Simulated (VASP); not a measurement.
# ScB4 (P4/mmm) in VASP: a series of runs

ScB4 is run at these levels: PBE; tasks: single point.

All numbers are computed with VASP 6.6.1; they aren't measurements. Logs are shortened: lines on timing, memory, paths and dates and some standing lists are left out, and cuts for length are marked.

## 1. The cell of the first run

The structure is tetragonal, space group P4/mmm (No. 123). The conventional cell has a = 3.367 Å, b = 3.367 Å, c = 4.225 Å, α = 90.00°, β = 90.00°, γ = 90.00°. Sc (site symmetry 4/mmm) has 12 B at 2.38 to 2.70 Å within 3.1 Å. B (site symmetry mmm) has 2 B at 1.68 Å within 2.2 Å. B (site symmetry 4/mmm) has 6 B at 1.68 to 2.11 Å within 2.2 Å. B (site symmetry 4/mmm) has 10 B at 2.11 to 2.70 Å and 4 Sc at 2.38 Å within 2.8 Å.

## 2. Single point, PBE

File INCAR:

```
SYSTEM = ScB4
  ALGO = Normal
  EDIFF = 1E-6
  ENCUT = 520
  GGA = PE
  ISIF = 2
  ISMEAR = 0
  LASPH = .TRUE.
  LCHARG = .FALSE.
  LREAL = .FALSE.
  LWAVE = .FALSE.
  NBANDS = 20
  NELM = 80
  PREC = Accurate
  SIGMA = 0.1
```

File KPOINTS:

```
k-points
0
G
  12 12 8
  0 0 0
```

File POSCAR:

```
ScB4
1.0
    3.3672557770      0.0000000000      0.0000000000
    0.0000000000      3.3672557770      0.0000000000
    0.0000000000      0.0000000000      4.2251945817
Sc B
1 4
Direct
    0.0000000000      0.0000000000      0.5000000000
    0.5000000000      0.0000000000      0.0000000000
    0.0000000000      0.5000000000      0.0000000000
    0.5000000000      0.5000000000      0.0000000000
    0.5000000000      0.5000000000      0.5000000000
```

Potentials or basis: VASP PAW PBE potentials, release 64 (Sc_sv, B).

Run with:

```bash
$ cat potpaw_PBE.64/Sc_sv/POTCAR potpaw_PBE.64/B/POTCAR > POTCAR
$ mpirun -np 1 vasp_std > vasp.out
```

OUTCAR:

```text
SYSTEM = ScB4
   EDIFF = 1E-6
   ENCUT = 520
   GGA = PE
   ISIF = 2
   ISMEAR = 0
   LASPH = .TRUE.
   LREAL = .FALSE.
   NELM = 80
   PREC = Accurate

 ion  position               nearest neighbor table
   1  0.000  0.000  0.500-   5 2.38   5 2.38   5 2.38   5 2.38   3 2.70   3 2.70   3 2.70   3 2.70
                             2 2.70   2 2.70   2 2.70   2 2.70
   2  0.500  0.000  0.000-   4 1.68   4 1.68   1 2.70   1 2.70   1 2.70   1 2.70
   3  0.000  0.500  0.000-   4 1.68   4 1.68   1 2.70   1 2.70   1 2.70   1 2.70
   4  0.500  0.500  0.000-   2 1.68   3 1.68   2 1.68   3 1.68   5 2.11   5 2.11
   5  0.500  0.500  0.500-   4 2.11   4 2.11   1 2.38   1 2.38   1 2.38   1 2.38

  LATTYP: Found a simple tetragonal cell.
 ALAT       =     3.3672557770
 C/A-ratio  =     1.2547887246

  Lattice vectors:

 A1 = (   3.3672557770,   0.0000000000,   0.0000000000)
 A2 = (   0.0000000000,   3.3672557770,   0.0000000000)
 A3 = (   0.0000000000,   0.0000000000,   4.2251945817)

Analysis of symmetry for initial positions (statically):
=====================================================================
 Subroutine PRICEL returns:
 Original cell was already a primitive cell.

 Routine SETGRP: Setting up the symmetry group for a
 simple tetragonal supercell.

 Subroutine GETGRP returns: Found 16 space group operations
 (whereof 16 operations were pure point group operations)
 out of a pool of 16 trial point group operations.

The static configuration has the point symmetry D_4h.

Analysis of symmetry for dynamics (positions and initial velocities):
=====================================================================
 Subroutine PRICEL returns:
 Original cell was already a primitive cell.

 Routine SETGRP: Setting up the symmetry group for a
 simple tetragonal supercell.

 Subroutine GETGRP returns: Found 16 space group operations
 (whereof 16 operations were pure point group operations)
 out of a pool of 16 trial point group operations.

The dynamic configuration has the point symmetry D_4h.

 Subroutine INISYM returns: Found 16 space group operations
 (whereof 16 operations are pure point group operations),
 and found     1 'primitive' translations

----------------------------------------------------------------------------------------

                                     Primitive cell

  volume of cell :      47.9070

  direct lattice vectors                    reciprocal lattice vectors
     3.367255777  0.000000000  0.000000000     0.296977737  0.000000000  0.000000000
     0.000000000  3.367255777  0.000000000     0.000000000  0.296977737  0.000000000
     0.000000000  0.000000000  4.225194582     0.000000000  0.000000000  0.236675490

  length of vectors
     3.367255777  3.367255777  4.225194582     0.296977737  0.296977737  0.236675490

  position of ions in fractional coordinates (direct lattice)
     0.000000000  0.000000000  0.500000000
     0.500000000  0.000000000  0.000000000
     0.000000000  0.500000000  0.000000000
     0.500000000  0.500000000  0.000000000
     0.500000000  0.500000000  0.500000000

  ion indices of the primitive-cell ions
   primitive index   ion index
                 1           1
                 2           2
                 3           3
                 4           4
                 5           5

----------------------------------------------------------------------------------------

 KPOINTS: k-points

Automatic generation of k-mesh.
 Grid dimensions read from file:
 generate k-points for:   12   12    8

 Generating k-lattice:

  Cartesian coordinates                     Fractional coordinates (reciprocal lattice)
     0.024748145  0.000000000  0.000000000     0.083333333  0.000000000  0.000000000
     0.000000000  0.024748145  0.000000000     0.000000000  0.083333333  0.000000000
     0.000000000  0.000000000  0.029584436     0.000000000  0.000000000  0.125000000

  Length of vectors
     0.024748145  0.024748145  0.029584436

  Shift w.r.t. Gamma in fractional coordinates (k-lattice)
     0.000000000  0.000000000  0.000000000

 Subroutine IBZKPT returns following result:
 ===========================================

 Found    140 irreducible k-points:

 Following reciprocal coordinates:
            Coordinates               Weight
  0.000000  0.000000  0.000000      1.000000
  0.083333  0.000000  0.000000      4.000000
  0.166667  0.000000  0.000000      4.000000
  0.250000  0.000000  0.000000      4.000000
  0.333333  0.000000  0.000000      4.000000
  0.416667  0.000000  0.000000      4.000000
[... 16 lines left out ...]
  0.333333  0.333333  0.000000      4.000000
  0.416667  0.333333  0.000000      8.000000
 [... further k-points ...]
   k-points           NKPTS =    140   k-points in BZ     NKDIM =    140   number of bands    NBANDS=     20
   number of dos      NEDOS =    301   number of ions     NIONS =      5
   total plane-waves  NPLWV =  25088
   dimension x,y,z NGX =    28 NGY =   28 NGZ =   32
   dimension x,y,z NGXF=    56 NGYF=   56 NGZF=   64
   ions per type =               1   4
   NGX,Y,Z   is equivalent  to a cutoff of  13.82, 13.82, 12.59 a.u.
   NGXF,Y,Z  is equivalent  to a cutoff of  27.65, 27.65, 25.18 a.u.
 SYSTEM =  ScB4
   PREC   = accura    normal or accurate (medium, high low for compatibility)
   ISTART =      0    job   : 0-new  1-cont  2-samecut
   ICHARG =      2    charge: 1-file 2-atom 10-const
   ISPIN  =      1    spin polarized calculation?
   LNONCOLLINEAR =      F non collinear calculations
   LSORBIT =      F    spin-orbit coupling
   LASPH  =      T    aspherical Exc in radial PAW
   ENCUT  =  520.0 eV  38.22 Ry    6.18 a.u.   6.26  6.26  7.86*2*pi/ulx,y,z
   NELM   =     80;   NELMIN=  2; NELMDL= -5     # of ELM steps
   EDIFF  = 0.1E-05   stopping-criterion for ELM
   LREAL  =      F    real-space projection
[... 7 lines left out ...]
   TEBEG  =    0.0;   TEEND  =   0.0 temperature during run
   PSTRESS=    0.0 pullay stress
   NELECT =      23.0000    total number of electrons
   NUPDOWN=      -1.0000    fix difference up-down
   EMIN   =  10.00;   EMAX   =-10.00  energy-range for DOS
   EFERMI =   0.00;   METHOD = LEGACY
   ISMEAR =     0;   SIGMA  =   0.10  broadening in eV -4-tet -1-fermi 0-gaus
   EFERMI_NEDOS =   21; number of points for ismear=-14 and -15
   IALGO  =     38    algorithm
   IMIX   =      4    mixing-type and parameters
     AMIX     =   0.40;   BMIX     =  1.00
     AMIX_MAG =   1.60;   BMIX_MAG =  1.00
  volume/ion in A,a.u.               =       9.58        64.66
  Fermi-wavevector in a.u.,A,eV,Ry     =   1.281891  2.422423 22.357703  1.643245
  Thomas-Fermi vector in A             =   2.414235
   LORBIT       =      0    0 simple, 1 ext, 2 COOP (PROOUT), +10 PAW based schemes
   GGA     = PE    functional components
   LHFCALC =     F    Hartree Fock is set to
   AEXX    =    0.0000 exact exchange contribution
   IVDW    =     0    specifies the selected vdW correction
   LEPSILON=     F    determine dielectric tensor
   LRPA    =     F    only Hartree local field effects (RPA)
 non-spin polarized calculation
 Gauss-broadening in eV      SIGMA  =   0.10
  energy-cutoff  :      520.00
  volume of cell :       47.91
 maximum number of plane-waves:      1306
 NGX is ok and might be reduce to    28
   NGX = 13   NGY = 13   NGZ = 15

 number of electron      23.0000003 magnetization

 Free energy of the ion-electron system (eV)
  ---------------------------------------------------
  ext. energy  EPLUGINS =         0.00000000
  ---------------------------------------------------
  free energy    TOTEN  =       -29.04993448 eV

  energy without entropy =      -29.03928671  energy(sigma->0) =      -29.04461060

 E-fermi :   6.4792     XC(G=0): -11.6218

 val. band max:        6.4724501787   @ k =   0.3333   0.0000   0.3750
 cond. band min:       6.4795637515   @ k =   0.5000   0.0000   0.2500
 fundamental gap:      0.0071135728
 Fermi energy:         6.4791664221

 k-point     1 :       0.0000    0.0000    0.0000
  band No.  band energies     occupation
      1     -42.2194      2.00000
      2     -21.1246      2.00000
      3     -20.7607      2.00000
      4     -20.7607      2.00000
      5      -7.7092      2.00000
      6      -0.2023      2.00000
[... 12 lines left out ...]
     19      10.8424      0.00000
     20      10.8424      0.00000

 k-point     2 :       0.0833    0.0000    0.0000
  band No.  band energies     occupation
      1     -42.2183      2.00000
      2     -21.1228      2.00000
      3     -20.7754      2.00000
      4     -20.7588      2.00000
      5      -7.6379      2.00000
      6      -0.2530      2.00000
[... 12 lines left out ...]
     19      10.7320      0.00000
     20      10.7855      0.00000

 k-point     3 :       0.1667    0.0000    0.0000
  band No.  band energies     occupation
      1     -42.2154      2.00000
      2     -21.1179      2.00000
      3     -20.8154      2.00000
      4     -20.7537      2.00000
      5      -7.4276      2.00000
      6      -1.0694      2.00000
[... 12 lines left out ...]
     19      10.8547      0.00000
     20      10.9170      0.00000

 k-point     4 :       0.2500    0.0000    0.0000
  band No.  band energies     occupation
      1     -42.2113      2.00000
      2     -21.1111      2.00000
      3     -20.8694      2.00000
      4     -20.7468      2.00000
      5      -7.0901      2.00000
      6      -2.0185      2.00000
[... 12 lines left out ...]
     19      11.4365      0.00000
     20      11.6526      0.00000

 k-point     5 :       0.3333    0.0000    0.0000
  band No.  band energies     occupation
      1     -42.2072      2.00000
      2     -21.1044      2.00000
      3     -20.9229      2.00000
      4     -20.7397      2.00000
      5      -6.6521      2.00000
      6      -2.9432      2.00000
[... 12 lines left out ...]
     19      12.2612      0.00000
     20      12.3096      0.00000
[... 353 lines left out ...]
      6      -3.1059      2.00000
[... 12 lines left out ...]
     19      12.4919      0.00000
     20      13.2106      0.00000

 k-point    22 :       0.5000    0.2500    0.0000
  band No.  band energies     occupation
      1     -42.1951      2.00000
      2     -21.0861      2.00000
      3     -20.9580      2.00000
      4     -20.8375      2.00000
      5      -5.5202      2.00000
      6      -3.4110      2.00000
[... 12 lines left out ...]
     19      12.5883      0.00000
     20      13.5900      0.00000

 k-point    23 :       0.3333    0.3333    0.0000
  band No.  band energies     occupation
      1     -42.1951      2.00000
      2     -21.0863      2.00000
      3     -20.8996      2.00000
      4     -20.8955      2.00000
      5      -5.7694      2.00000
      6      -2.1476      2.00000
[... 12 lines left out ...]
     19      12.3746      0.00000
     20      12.4293      0.00000

 k-point    24 :       0.4167    0.3333    0.0000
  band No.  band energies     occupation
      1     -42.1921      2.00000
      2     -21.0819      2.00000
      3     -20.9354      2.00000
      4     -20.8914      2.00000
      5      -5.4120      2.00000
      6      -2.6933      2.00000
[... 12 lines left out ...]
     19      12.5233      0.00000
     20      12.9011      0.00000

 [... further k-points ...]
[... 5 lines left out ...]
  --------------------------------------------------------------------------------------
  -------------------------------------------------------------------------------------
  Total        0.0627056      0.0627056      0.0495270      0.0000000      0.0000000      0.0000000
  in kB        2.0970944      2.0970944      1.6563566      0.0000000      0.0000000      0.0000000
  external PRESSURE =       1.9501818 kB  Pullay stress =       0.0000000 kB

 VOLUME and BASIS-vectors are now :
 -----------------------------------------------------------------------------
  energy-cutoff  :      520.00
  volume of cell :       47.91
      direct lattice vectors                 reciprocal lattice vectors
     3.367255777  0.000000000  0.000000000     0.296977737  0.000000000  0.000000000
     0.000000000  3.367255777  0.000000000     0.000000000  0.296977737  0.000000000
     0.000000000  0.000000000  4.225194582     0.000000000  0.000000000  0.236675490

 POSITION                                       TOTAL-FORCE (eV/Angst)
 -----------------------------------------------------------------------------------
      0.00000      0.00000      2.11260         0.000000      0.000000      0.000000
      1.68363      0.00000      0.00000         0.000000      0.000000      0.000000
      0.00000      1.68363      0.00000         0.000000      0.000000      0.000000
      1.68363      1.68363      0.00000         0.000000      0.000000      0.000000
      1.68363      1.68363      2.11260         0.000000      0.000000      0.000000
 -----------------------------------------------------------------------------------
    total drift:                               -0.000000      0.000000      0.000000

  FREE ENERGIE OF THE ION-ELECTRON SYSTEM (eV)
  ---------------------------------------------------
  free  energy   TOTEN  =       -29.0499344816 eV

  energy  without entropy=      -29.0392867108  energy(sigma->0) =      -29.04461060
```

Wall time 1.7 min (1 thread of Intel Xeon Platinum 8259CL at 2.50GHz (Skylake/Cascade Lake), shared host); peak memory 0.25 GiB.

What came out:

```
Free energy : -29.0499 eV
Pressure    : 0.2 GPa
```

Levels at points of the mesh, in eV from the Fermi level:
| k point | band 8 | band 9 | band 10 | band 11 | band 12 | band 13 | band 14 | band 15 |
| --- | --- | --- | --- | --- | --- | --- | --- | --- |
| (0.00, 0.00, 0.00) | -6.36 | -5.77 | -2.51 | 1.00 | 2.43 | 2.43 | 2.55 | 2.55 |
| (0.50, 0.00, 0.00) | -5.54 | -3.55 | -2.57 | -0.99 | -0.24 | 0.60 | 0.62 | 1.82 |
| (0.50, 0.50, 0.00) | -5.86 | -4.05 | -3.74 | -2.14 | -2.14 | 0.42 | 0.42 | 4.22 |
| (0.00, 0.00, 0.50) | -6.35 | -1.09 | -1.07 | -0.79 | 0.68 | 1.38 | 1.38 | 2.32 |
| (0.50, 0.00, 0.50) | -5.17 | -5.03 | -1.22 | -0.50 | 0.11 | 1.04 | 2.02 | 2.10 |
| (0.50, 0.50, 0.50) | -7.48 | -5.06 | -3.20 | -3.20 | 2.51 | 2.97 | 2.97 | 2.99 |

## 3. Single point, PBE

This run uses another cell than the first one, of 9.63 Å³/atom, 1.005 times its volume.

File INCAR:

```
SYSTEM = ScB4
PREC = Accurate
ENCUT = 520
EDIFF = 1E-6
ISMEAR = 0
SIGMA = 0.1
LREAL = .False.
LASPH = .True.
NELM = 60
ALGO = Normal
ISIF = 2
LWAVE = .False.
LCHARG = .True.
GGA = PE
LELF = .True.
LVHAR = .True.
NBANDS = 20
```

File KPOINTS:

```
regular mesh
0
Gamma
  12 12 10
  0 0 0
```

POSCAR: that of step 2 with these lines changed.

```diff
@@ -2,5 +2,5 @@
 1.0
-    3.3672557770      0.0000000000      0.0000000000
-    0.0000000000      3.3672557770      0.0000000000
-    0.0000000000      0.0000000000      4.2251945817
+    3.3581059032      0.0000000000      0.0000000000
+    0.0000000000      3.3581059032      0.0000000000
+    0.0000000000      0.0000000000      4.2692888957
 Sc B
```

Potentials or basis: VASP PAW PBE potentials, release 64 (Sc_sv, B).

Run with:

```bash
$ cat potpaw_PBE.64/Sc_sv/POTCAR potpaw_PBE.64/B/POTCAR > POTCAR
$ mpirun -np 1 vasp_std > vasp.out
```

Wall time 2.3 min (1 thread of Intel Xeon Platinum 8259CL at 2.50GHz (Skylake/Cascade Lake), shared host); peak memory 0.27 GiB.

It converged, with:

```yaml
Free_energy: -29.0431 eV
Pressure: 0.2 GPa
```

Levels at points of the mesh, in eV from the Fermi level:
| k point | band 9 | band 10 | band 11 | band 12 | band 13 | band 14 |
| --- | --- | --- | --- | --- | --- | --- |
| (0.00, 0.00, 0.00) | -5.83 | -2.40 | 1.05 | 2.48 | 2.48 | 2.58 |
| (0.50, 0.00, 0.00) | -3.61 | -2.56 | -1.01 | -0.26 | 0.65 | 0.71 |
| (0.50, 0.50, 0.00) | -4.13 | -3.64 | -2.10 | -2.10 | 0.40 | 0.40 |
| (0.00, 0.00, 0.50) | -1.00 | -0.99 | -0.94 | 0.74 | 1.48 | 1.48 |
| (0.50, 0.00, 0.50) | -4.96 | -1.16 | -0.40 | 0.19 | 0.97 | 1.93 |
| (0.50, 0.50, 0.50) | -5.08 | -3.12 | -3.12 | 2.48 | 2.91 | 2.94 |
